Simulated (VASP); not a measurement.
# Ga3HN3 in VASP: single point with PBE

Aim: the single point of Ga3HN3 with PBE.

Program: VASP 6.6.1. These are calculated values, not measurements. Logs are shortened: lines on timing, memory, paths and dates and some standing lists are left out, and cuts for length are marked.

### Step 1. The cell of the first run

The cell holds a slab with vacuum, 7 atoms: a = 3.217 Å, b = 3.217 Å, c = 21.220 Å, α = 90.00°, β = 90.00°, γ = 90.00°.

### Step 2. Single point, PBE, collinear spin

Input file INCAR:

```
PREC     = Accurate       # precision mode
ENCUT    = 520            # plane-wave cutoff, eV
EDIFF    = 1E-6           # SCF threshold, eV
ISMEAR   = 0              # smearing method
SIGMA    = 0.05           # smearing width, eV
LREAL    = False          # projectors in reciprocal space
LASPH    = True           # aspherical terms in the spheres
NELM     = 200            # most SCF steps
ALGO     = Normal         # electronic algorithm
ISIF     = 2              # what is computed and relaxed
LWAVE    = False          # write WAVECAR
LCHARG   = False          # write CHGCAR
ISPIN    = 2              # spin polarisation
MAGMOM   = 0 0 0 0 0 0 1  # initial moments
LORBIT   = 11             # projections on sites
LDIPOL   = True         
IDIPOL   = 3            
DIPOL    = 0.5 0.5 0.347
GGA      = PE             # functional
NBANDS   = 40             # bands
GGA_COMPAT= False        
NELMDL   = -8
```

Input file KPOINTS:

```
Automatic mesh
0
Gamma
  8 8 1
```

Input file POSCAR:

```
Ga3HN3
1.0
    3.2165072845      0.0000000000      0.0000000000
    0.0000000000      3.2165072845      0.0000000000
    0.0000000000      0.0000000000     21.2198073008
N Ga H
3 3 1
Direct
    0.0000000000      0.5000000000      0.1885031256
    0.5000000000      0.0000000000      0.2956866679
    0.0000000000      0.5000000000      0.4029970648
    0.5000000000      0.5000000000      0.2420948967
    0.0000000000      0.0000000000      0.3470972837
    0.5000000000      0.5000000000      0.4580535140
    0.5000000000      1.0000000000      0.4969811800
```

Potentials or basis: VASP PAW PBE potentials, release 64 (N, Ga_d, H).

On the command line:

```bash
cat potpaw_PBE.64/N/POTCAR potpaw_PBE.64/Ga_d/POTCAR potpaw_PBE.64/H/POTCAR > POTCAR
mpirun -np 1 vasp_std > vasp.out
```

OUTCAR:

```text
PREC = Accurate
   ENCUT = 520
   EDIFF = 1E-6
   ISMEAR = 0
   LREAL = False
   LASPH = True
   NELM = 200
   ISIF = 2
   ISPIN = 2
   LORBIT = 11
   GGA = PE
   NELMDL = -8

 ion  position               nearest neighbor table
   1  0.000  0.500  0.189-   4 1.97   4 1.97
   2  0.500  0.000  0.296-   5 1.94   5 1.94   4 1.97   4 1.97
   3  0.000  0.500  0.403-   6 1.99   6 1.99   5 2.00   5 2.00
   4  0.500  0.500  0.242-   1 1.97   1 1.97   2 1.97   2 1.97
   5  0.000  0.000  0.347-   2 1.94   2 1.94   3 2.00   3 2.00
   6  0.500  0.500  0.458-   7 1.81   7 1.81   3 1.99   3 1.99
   7  0.500  0.000  0.497-   6 1.81   6 1.81

  LATTYP: Found a simple tetragonal cell.
 ALAT       =     3.2165072845
 C/A-ratio  =     6.5971581669

  Lattice vectors:

 A1 = (   3.2165072845,   0.0000000000,   0.0000000000)
 A2 = (   0.0000000000,   3.2165072845,   0.0000000000)
 A3 = (   0.0000000000,   0.0000000000,  21.2198073008)

Analysis of symmetry for initial positions (statically):
=====================================================================
 Subroutine PRICEL returns:
 Original cell was already a primitive cell.

 Routine SETGRP: Setting up the symmetry group for a
 simple tetragonal supercell.

 Subroutine GETGRP returns: Found  4 space group operations
 (whereof  4 operations were pure point group operations)
 out of a pool of 16 trial point group operations.

The static configuration has the point symmetry C_2v.

Analysis of symmetry for dynamics (positions and initial velocities):
=====================================================================
 Subroutine PRICEL returns:
 Original cell was already a primitive cell.

 Routine SETGRP: Setting up the symmetry group for a
 simple tetragonal supercell.

 Subroutine GETGRP returns: Found  4 space group operations
 (whereof  4 operations were pure point group operations)
 out of a pool of 16 trial point group operations.

The dynamic configuration has the point symmetry C_2v.

Analysis of structural, dynamic, and magnetic symmetry:
=====================================================================
 Subroutine PRICEL returns:
 Original cell was already a primitive cell.

 Routine SETGRP: Setting up the symmetry group for a
 simple tetragonal supercell.

 Subroutine GETGRP returns: Found  4 space group operations
 (whereof  4 operations were pure point group operations)
 out of a pool of 16 trial point group operations.

The overall configuration has the point symmetry C_2v.

 Subroutine INISYM returns: Found  4 space group operations
 (whereof  4 operations are pure point group operations),
 and found     1 'primitive' translations

----------------------------------------------------------------------------------------

                                     Primitive cell

  volume of cell :     219.5384

  direct lattice vectors                    reciprocal lattice vectors
     3.216507285  0.000000000  0.000000000     0.310896234  0.000000000  0.000000000
     0.000000000  3.216507285  0.000000000     0.000000000  0.310896234  0.000000000
     0.000000000  0.000000000 21.219807301     0.000000000  0.000000000  0.047125781

  length of vectors
     3.216507285  3.216507285 21.219807301     0.310896234  0.310896234  0.047125781

  position of ions in fractional coordinates (direct lattice)
     0.000000000  0.500000000  0.188503126
     0.500000000  0.000000000  0.295686668
     0.000000000  0.500000000  0.402997065
     0.500000000  0.500000000  0.242094897
     0.000000000  0.000000000  0.347097284
     0.500000000  0.500000000  0.458053514
     0.500000000  0.000000000  0.496981180

  ion indices of the primitive-cell ions
   primitive index   ion index
                 1           1
                 2           2
                 3           3
                 4           4
                 5           5
                 6           6
                 7           7

----------------------------------------------------------------------------------------

 KPOINTS: Automatic mesh

Automatic generation of k-mesh.
 Grid dimensions read from file:
 generate k-points for:    8    8    1

 Generating k-lattice:

[... 50 lines left out ...]
 SYSTEM =  unknown system
   PREC   = accura    normal or accurate (medium, high low for compatibility)
   ISTART =      0    job   : 0-new  1-cont  2-samecut
   ICHARG =      2    charge: 1-file 2-atom 10-const
   ISPIN  =      2    spin polarized calculation?
   LNONCOLLINEAR =      F non collinear calculations
   LSORBIT =      F    spin-orbit coupling
   LASPH  =      T    aspherical Exc in radial PAW
   ENCUT  =  520.0 eV  38.22 Ry    6.18 a.u.   5.98  5.98 39.45*2*pi/ulx,y,z
   NELM   =    200;   NELMIN=  2; NELMDL= -8     # of ELM steps
   EDIFF  = 0.1E-05   stopping-criterion for ELM
   LREAL  =      F    real-space projection
   EDIFFG = 0.1E-04   stopping-criterion for IOM
   NSW    =      0    number of steps for IOM
   IBRION =     -1    ionic relax: 0-MD 1-quasi-New 2-CG
   NFREE  =      0    steps in history (QN), initial steepest desc. (CG)
   ISIF   =      2    stress and relaxation
   ISYM   =      2    0-nonsym 1-usesym 2-fastsym
   POTIM  = 0.5000    time-step for ionic-motion
   TEBEG  =    0.0;   TEEND  =   0.0 temperature during run
   PSTRESS=    0.0 pullay stress
   NELECT =      55.0000    total number of electrons
   NUPDOWN=      -1.0000    fix difference up-down
   EMIN   =  10.00;   EMAX   =-10.00  energy-range for DOS
   EFERMI =   0.00;   METHOD = LEGACY
   ISMEAR =     0;   SIGMA  =   0.05  broadening in eV -4-tet -1-fermi 0-gaus
   EFERMI_NEDOS =   21; number of points for ismear=-14 and -15
   IALGO  =     38    algorithm
   IMIX   =      4    mixing-type and parameters
     AMIX     =   0.40;   BMIX     =  1.00
     AMIX_MAG =   1.60;   BMIX_MAG =  1.00
  volume/ion in A,a.u.               =      31.36       211.65
  Fermi-wavevector in a.u.,A,eV,Ry     =   1.032030  1.950253 14.491367  1.065085
  Thomas-Fermi vector in A             =   2.166207
   LORBIT       =     11    0 simple, 1 ext, 2 COOP (PROOUT), +10 PAW based schemes
   GGA     = PE    functional components
   LHFCALC =     F    Hartree Fock is set to
   AEXX    =    0.0000 exact exchange contribution
   IVDW    =     0    specifies the selected vdW correction
   LEPSILON=     F    determine dielectric tensor
   LRPA    =     F    only Hartree local field effects (RPA)
 spin polarized calculation
 Gauss-broadening in eV      SIGMA  =   0.05
  energy-cutoff  :      520.00
  volume of cell :      219.54
 maximum number of plane-waves:      5966
   NGX = 11   NGY = 11   NGZ = 79

 dipolmoment           0.000000      0.000000      0.111280 electrons x Angstroem

 number of electron      55.0000025 magnetization       0.1525624

 dipolmoment           0.000000      0.000000     -0.258676 electrons x Angstroem

 Free energy of the ion-electron system (eV)
  ---------------------------------------------------
  ext. energy  EPLUGINS =         0.00000000
  ---------------------------------------------------
  free energy    TOTEN  =       -35.05509841 eV

  energy without entropy =      -35.05014119  energy(sigma->0) =      -35.05261980

 E-fermi :  -2.0649     XC(G=0):  -4.6808

 val. band max:       -2.0664109467   @ k =   0.0000   0.0000   0.0000
 cond. band min:      -2.0517563091   @ k =   0.0000   0.5000   0.0000
 fundamental gap:      0.0146546375
 Fermi energy:        -2.0649177712

 spin component 1

 k-point     1 :       0.0000    0.0000    0.0000
  band No.  band energies     occupation
      1     -18.4545      1.00000
      2     -17.8483      1.00000
      3     -17.1574      1.00000
      4     -17.1239      1.00000
      5     -17.1120      1.00000
      6     -17.0139      1.00000
[... 997 lines left out ...]
     38       6.6510      0.00000
     39       7.6501      0.00000

 [... further k-points ...]

 spin component 2

 k-point     1 :       0.0000    0.0000    0.0000
  band No.  band energies     occupation
      1     -18.4507      1.00000
      2     -17.8571      1.00000
      3     -17.1540      1.00000
      4     -17.1208      1.00000
      5     -17.1088      1.00000
      6     -17.0108      1.00000
[... 997 lines left out ...]
     38       6.6686      0.00000
     39       7.6757      0.00000

 [... further k-points ...]

 [bands above 39 left out]

------------------------ aborting loop because EDIFF is reached ----------------------------------------

 vacuum level on the upper side and lower side of the slab       (xc-potential included)        -2.205         2.224

  FORCE on cell =-STRESS in cart. coord.  units (eV):
  Direction    XX          YY          ZZ          XY          YZ          ZX
  --------------------------------------------------------------------------------------
  -------------------------------------------------------------------------------------
  Total       -0.9312892     -1.1480280     -1.6255826      0.0000000      0.0000000      0.0000000
  in kB       -6.7964896     -8.3782352    -11.8633984      0.0000000      0.0000000      0.0000000
  external PRESSURE =      -9.0127077 kB  Pullay stress =       0.0000000 kB

 VOLUME and BASIS-vectors are now :
 -----------------------------------------------------------------------------
  energy-cutoff  :      520.00
  volume of cell :      219.54
      direct lattice vectors                 reciprocal lattice vectors
     3.216507285  0.000000000  0.000000000     0.310896234  0.000000000  0.000000000
     0.000000000  3.216507285  0.000000000     0.000000000  0.310896234  0.000000000
     0.000000000  0.000000000 21.219807301     0.000000000  0.000000000  0.047125781

 POSITION                                       TOTAL-FORCE (eV/Angst)
 -----------------------------------------------------------------------------------
      0.00000      1.60825      4.00000         0.000000      0.000000      1.396860
      1.60825      0.00000      6.27441         0.000000      0.000000      0.880500
      0.00000      1.60825      8.55152         0.000000      0.000000      0.704072
      1.60825      1.60825      5.13721         0.000000      0.000000     -2.188411
      0.00000      0.00000      7.36534         0.000000      0.000000     -0.077442
      1.60825      1.60825      9.71981         0.000000      0.000000     -0.753741
      1.60825      0.00000     10.54584         0.000000      0.000000      0.038162
 -----------------------------------------------------------------------------------
    total drift:                                0.000000      0.000000      0.000413

  FREE ENERGIE OF THE ION-ELECTRON SYSTEM (eV)
  ---------------------------------------------------
  free  energy   TOTEN  =       -35.0550984137 eV

  energy  without entropy=      -35.0501411853  energy(sigma->0) =      -35.05261980

 vacuum level on the upper side and lower side of the slab         1.696         6.282

 total charge

# of ion       s       p       d       tot
------------------------------------------
    1        1.316   2.149   0.000   3.465
    2        1.238   2.485   0.000   3.723
    3        1.236   2.456   0.000   3.692
    4        0.797   0.865  10.143  11.805
    5        0.790   0.858  10.158  11.806
    6        0.861   0.739  10.054  11.654
    7        0.514   0.010   0.000   0.524
--------------------------------------------------
tot          6.753   9.561  30.355  46.669

 magnetization (x)

# of ion       s       p       d       tot
------------------------------------------
    1        0.000   0.090   0.000   0.090
    2        0.000  -0.014   0.000  -0.014
    3        0.001   0.005   0.000   0.007
    4       -0.005  -0.003  -0.002  -0.010
    5        0.000   0.002   0.000   0.002
    6        0.005   0.005   0.000   0.010
    7        0.001   0.000   0.000   0.001
--------------------------------------------------
tot          0.002   0.085  -0.001   0.086
```

It took 12 min on 1 thread of Intel Xeon 6975P-C (Granite Rapids), shared host; peak memory 0.56 GiB.

What came out:

| Item | Value |
| --- | --- |
| Free energy | -35.0551 eV |
| Largest force | 2.188 eV/Å |
| Net moment | 0.15 μB per cell |
| Site moments | N +0.09, -0.01, +0.01; Ga -0.01, +0.00, +0.01; H +0.00 μB |
| Valence electrons inside the program's atomic spheres | N 3.46, 3.72, 3.69; Ga 11.80, 11.81, 11.65; H 0.52 |

Forces in eV/Å, atoms in the order of the input:
```
N    0.000  0.000  1.397
N    0.000  0.000  0.880
N    0.000  0.000  0.704
Ga   0.000  0.000 -2.188
Ga   0.000  0.000 -0.077
Ga   0.000  0.000 -0.754
H    0.000  0.000  0.038
```
